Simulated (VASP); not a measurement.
# La (Im-3m) in VASP: single point with PBEsol+D3(BJ)

Aim: the single point of La with PBEsol+D3(BJ).

Everything below comes from runs of VASP 6.6.1. Logs are shortened: lines on timing, memory, paths and dates and some standing lists are left out, and cuts for length are marked.

### 1 The cell of the first run

It takes space group Im-3m (No. 229, cubic). Conventional cell: a = 4.248 Å, b = 4.248 Å, c = 4.248 Å, α = 90.00°, β = 90.00°, γ = 90.00°. La (site symmetry m-3m) has 14 La at 3.68 to 4.25 Å within 4.8 Å.

This isn't the form of La at room conditions, which is double hcp.

### 2 Single point, PBEsol+D3(BJ)

INCAR reads:

```
ALGO = Normal
EDIFF = 1E-6
ENCUT = 520
GGA = PS
ISIF = 2
ISMEAR = 0
IVDW = 12
LASPH = True
LCHARG = False
LREAL = False
LWAVE = False
NBANDS = 12
NELM = 100
PREC = Accurate
SIGMA = 0.1
```

KPOINTS reads:

```
k-points
0
Gamma
  8 8 8
```

POSCAR reads:

```
La
1.0
   -2.1238310700      2.1238310700      2.1238310700
    2.1238310700     -2.1238310700      2.1238310700
    2.1238310700      2.1238310700     -2.1238310700
La
1
Direct
    0.0000000000      0.0000000000      0.0000000000
```

Potentials or basis: VASP PAW PBE potentials, release 64 (La).

Launch:

```console
$ cat potpaw_PBE.64/La/POTCAR > POTCAR
$ mpirun -np 1 vasp_std > vasp.out
```

OUTCAR:

```text
EDIFF = 1E-6
   ENCUT = 520
   GGA = PS
   ISIF = 2
   ISMEAR = 0
   IVDW = 12
   LASPH = True
   LREAL = False
   NELM = 100
   PREC = Accurate
 IVDW          = 12

 ion  position               nearest neighbor table
   1  0.000  0.000  0.000-

  LATTYP: Found a body centered cubic cell.
 ALAT       =     4.2476621400

  Lattice vectors:

 A1 = (  -2.1238310700,   2.1238310700,   2.1238310700)
 A2 = (   2.1238310700,  -2.1238310700,   2.1238310700)
 A3 = (   2.1238310700,   2.1238310700,  -2.1238310700)

Analysis of symmetry for initial positions (statically):
=====================================================================
 Subroutine PRICEL returns:
 Original cell was already a primitive cell.

 Routine SETGRP: Setting up the symmetry group for a
 body centered cubic supercell.

 Subroutine GETGRP returns: Found 48 space group operations
 (whereof 48 operations were pure point group operations)
 out of a pool of 48 trial point group operations.

The static configuration has the point symmetry O_h .

Analysis of symmetry for dynamics (positions and initial velocities):
=====================================================================
 Subroutine PRICEL returns:
 Original cell was already a primitive cell.

 Routine SETGRP: Setting up the symmetry group for a
 body centered cubic supercell.

 Subroutine GETGRP returns: Found 48 space group operations
 (whereof 48 operations were pure point group operations)
 out of a pool of 48 trial point group operations.

The dynamic configuration has the point symmetry O_h .

 Subroutine INISYM returns: Found 48 space group operations
 (whereof 48 operations are pure point group operations),
 and found     1 'primitive' translations

----------------------------------------------------------------------------------------

                                     Primitive cell

  volume of cell :      38.3195

  direct lattice vectors                    reciprocal lattice vectors
    -2.123831070  2.123831070  2.123831070     0.000000000  0.235423621  0.235423621
     2.123831070 -2.123831070  2.123831070     0.235423621  0.000000000  0.235423621
     2.123831070  2.123831070 -2.123831070     0.235423621  0.235423621  0.000000000

  length of vectors
     3.678583320  3.678583320  3.678583320     0.332939277  0.332939277  0.332939277

  position of ions in fractional coordinates (direct lattice)
     0.000000000  0.000000000  0.000000000

  ion indices of the primitive-cell ions
   primitive index   ion index
                 1           1

----------------------------------------------------------------------------------------

 KPOINTS: k-points

Automatic generation of k-mesh.
 Grid dimensions read from file:
 generate k-points for:    8    8    8

 Generating k-lattice:

  Cartesian coordinates                     Fractional coordinates (reciprocal lattice)
     0.000000000  0.029427953  0.029427953     0.125000000  0.000000000  0.000000000
     0.029427953  0.000000000  0.029427953     0.000000000  0.125000000  0.000000000
     0.029427953  0.029427953  0.000000000     0.000000000  0.000000000  0.125000000

  Length of vectors
     0.041617410  0.041617410  0.041617410

  Shift w.r.t. Gamma in fractional coordinates (k-lattice)
     0.000000000  0.000000000  0.000000000

 Subroutine IBZKPT returns following result:
 ===========================================

 Found     29 irreducible k-points:

 Following reciprocal coordinates:
            Coordinates               Weight
  0.000000  0.000000  0.000000      1.000000
  0.125000  0.000000  0.000000     12.000000
  0.250000  0.000000  0.000000     12.000000
  0.375000  0.000000  0.000000     12.000000
  0.500000  0.000000  0.000000      6.000000
  0.125000  0.125000  0.000000     24.000000
[... 16 lines left out ...]
 -0.250000  0.250000  0.250000      6.000000
 -0.375000  0.375000  0.250000     24.000000
 [... further k-points ...]
   k-points           NKPTS =     29   k-points in BZ     NKDIM =     29   number of bands    NBANDS=     12
   number of dos      NEDOS =    301   number of ions     NIONS =      1
   total plane-waves  NPLWV =  21952
   dimension x,y,z NGX =    28 NGY =   28 NGZ =   28
   dimension x,y,z NGXF=    56 NGYF=   56 NGZF=   56
   ions per type =               1
   NGX,Y,Z   is equivalent  to a cutoff of  12.65, 12.65, 12.65 a.u.
   NGXF,Y,Z  is equivalent  to a cutoff of  25.31, 25.31, 25.31 a.u.
 SYSTEM =  unknown system
   PREC   = accura    normal or accurate (medium, high low for compatibility)
   ISTART =      0    job   : 0-new  1-cont  2-samecut
   ICHARG =      2    charge: 1-file 2-atom 10-const
   ISPIN  =      1    spin polarized calculation?
   LNONCOLLINEAR =      F non collinear calculations
   LSORBIT =      F    spin-orbit coupling
   LASPH  =      T    aspherical Exc in radial PAW
   ENCUT  =  520.0 eV  38.22 Ry    6.18 a.u.   6.84  6.84  6.84*2*pi/ulx,y,z
   NELM   =    100;   NELMIN=  2; NELMDL= -5     # of ELM steps
   EDIFF  = 0.1E-05   stopping-criterion for ELM
   LREAL  =      F    real-space projection
   EDIFFG = 0.1E-04   stopping-criterion for IOM
   NSW    =      0    number of steps for IOM
   IBRION =     -1    ionic relax: 0-MD 1-quasi-New 2-CG
   NFREE  =      0    steps in history (QN), initial steepest desc. (CG)
   ISIF   =      2    stress and relaxation
   ISYM   =      2    0-nonsym 1-usesym 2-fastsym
   POTIM  = 0.5000    time-step for ionic-motion
   TEBEG  =    0.0;   TEEND  =   0.0 temperature during run
   PSTRESS=    0.0 pullay stress
   NELECT =      11.0000    total number of electrons
   NUPDOWN=      -1.0000    fix difference up-down
   EMIN   =  10.00;   EMAX   =-10.00  energy-range for DOS
   EFERMI =   0.00;   METHOD = LEGACY
   ISMEAR =     0;   SIGMA  =   0.10  broadening in eV -4-tet -1-fermi 0-gaus
   EFERMI_NEDOS =   21; number of points for ismear=-14 and -15
   IALGO  =     38    algorithm
   IMIX   =      4    mixing-type and parameters
     AMIX     =   0.40;   BMIX     =  1.00
     AMIX_MAG =   1.60;   BMIX_MAG =  1.00
  volume/ion in A,a.u.               =      38.32       258.59
  Fermi-wavevector in a.u.,A,eV,Ry     =   1.079939  2.040788 15.868033  1.166268
  Thomas-Fermi vector in A             =   2.215917
   LORBIT       =      0    0 simple, 1 ext, 2 COOP (PROOUT), +10 PAW based schemes
   GGA     = PS    functional components
   LHFCALC =     F    Hartree Fock is set to
   AEXX    =    0.0000 exact exchange contribution
   IVDW    =    12    specifies the selected vdW correction
   LEPSILON=     F    determine dielectric tensor
   LRPA    =     F    only Hartree local field effects (RPA)
 non-spin polarized calculation
 Gauss-broadening in eV      SIGMA  =   0.10
  energy-cutoff  :      520.00
  volume of cell :       38.32
 maximum number of plane-waves:      1055
   NGX = 13   NGY = 13   NGZ = 13

 number of electron      10.9999999 magnetization

 Free energy of the ion-electron system (eV)
  ---------------------------------------------------
  ext. energy  EPLUGINS =         0.00000000
  ---------------------------------------------------
  free energy    TOTEN  =        -5.19398991 eV

  energy without entropy =       -5.17759052  energy(sigma->0) =       -5.18579022

 E-fermi :   7.4225     XC(G=0):  -9.5567

 val. band max:        7.4026333499   @ k =   0.3750   0.0000   0.0000
 cond. band min:       7.4244527909   @ k =  -0.3750   0.5000   0.1250
 fundamental gap:      0.0218194410
 Fermi energy:         7.4225245072

 k-point     1 :       0.0000    0.0000    0.0000
  band No.  band energies     occupation
      1     -25.4756      2.00000
      2      -8.4556      2.00000
      3      -8.4556      2.00000
      4      -8.4556      2.00000
      5       4.1701      2.00000
      6       8.8764      0.00000
      7       8.8764      0.00000
      8       8.8764      0.00000
      9       8.9304      0.00000
     10       8.9304      0.00000
     11       8.9304      0.00000
     12       9.6300      0.00000

 k-point     2 :       0.1250    0.0000    0.0000
  band No.  band energies     occupation
      1     -25.4490      2.00000
      2      -8.6641      2.00000
      3      -8.5172      2.00000
      4      -8.4580      2.00000
      5       4.6270      2.00000
      6       8.3772      0.00000
      7       8.3801      0.00000
      8       8.9153      0.00000
      9       9.0238      0.00000
     10       9.2295      0.00000
     11       9.2493      0.00000
     12       9.5894      0.00000

 k-point     3 :       0.2500    0.0000    0.0000
  band No.  band energies     occupation
      1     -25.3841      2.00000
      2      -9.1324      2.00000
      3      -8.6613      2.00000
      4      -8.4640      2.00000
      5       5.5369      2.00000
      6       7.8155      0.00000
      7       8.0213      0.00000
      8       8.9015      0.00000
      9       9.1724      0.00000
     10       9.3118      0.00000
     11       9.4225      0.00000
     12       9.5512      0.00000
[... 286 lines left out ...]
 k-point    23 :      -0.2500    0.2500    0.2500
  band No.  band energies     occupation
      1     -25.3057      2.00000
      2      -9.1615      2.00000
      3      -8.8855      2.00000
      4      -8.8855      2.00000
      5       6.6946      2.00000
      6       7.1651      1.99973
      7       8.5973      0.00000
      8       8.5973      0.00000
      9       8.9638      0.00000
     10       9.1692      0.00000
     11       9.5141      0.00000
     12       9.5142      0.00000

 k-point    24 :      -0.3750    0.3750    0.2500
  band No.  band energies     occupation
      1     -25.2491      2.00000
      2      -9.4068      2.00000
      3      -9.0354      2.00000
      4      -8.9280      2.00000
      5       6.5574      2.00000
      6       7.0060      2.00000
      7       8.5886      0.00000
      8       8.6777      0.00000
      9       9.1162      0.00000
     10       9.2083      0.00000
     11       9.5707      0.00000
     12       9.5833      0.00000

 [... further k-points ...]

------------------------ aborting loop because EDIFF is reached ----------------------------------------

 Edisp (eV)   -0.48530

 E8    (eV) :    -0.3773

  FORCE on cell =-STRESS in cart. coord.  units (eV):
  Direction    XX          YY          ZZ          XY          YZ          ZX
  --------------------------------------------------------------------------------------
  -------------------------------------------------------------------------------------
  Total      -1.13001    -1.13001    -1.13001    -0.00000    -0.00000    -0.00000
  in kB     -47.24687   -47.24687   -47.24687    -0.00000    -0.00000    -0.00000
  external pressure =      -47.25 kB  Pullay stress =        0.00 kB

 VOLUME and BASIS-vectors are now :
 -----------------------------------------------------------------------------
  energy-cutoff  :      520.00
  volume of cell :       38.32
      direct lattice vectors                 reciprocal lattice vectors
    -2.123831070  2.123831070  2.123831070     0.000000000  0.235423621  0.235423621
     2.123831070 -2.123831070  2.123831070     0.235423621  0.000000000  0.235423621
     2.123831070  2.123831070 -2.123831070     0.235423621  0.235423621  0.000000000

 POSITION                                       TOTAL-FORCE (eV/Angst)
 -----------------------------------------------------------------------------------
      0.00000      0.00000      0.00000         0.000000      0.000000     -0.000000
 -----------------------------------------------------------------------------------
    total drift:                               -0.000000      0.000000      0.000000

  FREE ENERGIE OF THE ION-ELECTRON SYSTEM (eV)
  ---------------------------------------------------
  free  energy   TOTEN  =        -5.6792928334 eV

  energy  without entropy=       -5.6628934450  energy(sigma->0) =       -5.67109314
```

Wall time 14 s (1 thread of Intel Xeon Platinum 8259CL at 2.50GHz (Skylake/Cascade Lake), shared host); peak memory 0.17 GiB.

Results:

```yaml
Free_energy: -5.6793 eV
Pressure: -4.7 GPa
Band_gap_on_the_k_mesh: zero (an odd number of electrons rules out a gap without spin polarisation)
Dispersion_energy_per_atom: -0.485 eV
```

Levels at points of the mesh, in eV from the Fermi level:
```
           k point  band 4  band 5  band 6  band 7  band 8  band 9
(0.00, 0.00, 0.00)  -15.88   -3.25    1.45    1.45    1.45    1.51
(0.50, 0.00, 0.00)  -15.90   -1.78   -0.17    1.51    1.57    1.83
(0.50, 0.50, 0.50)  -16.74   -1.78   -1.78    1.64    1.79    1.79
```

Caveat: the cell stands under tension; the PAW data sets were made with another functional, which shifts forces and pressure a little; spin-orbit coupling is left out, which moves the levels of the heavy elements.
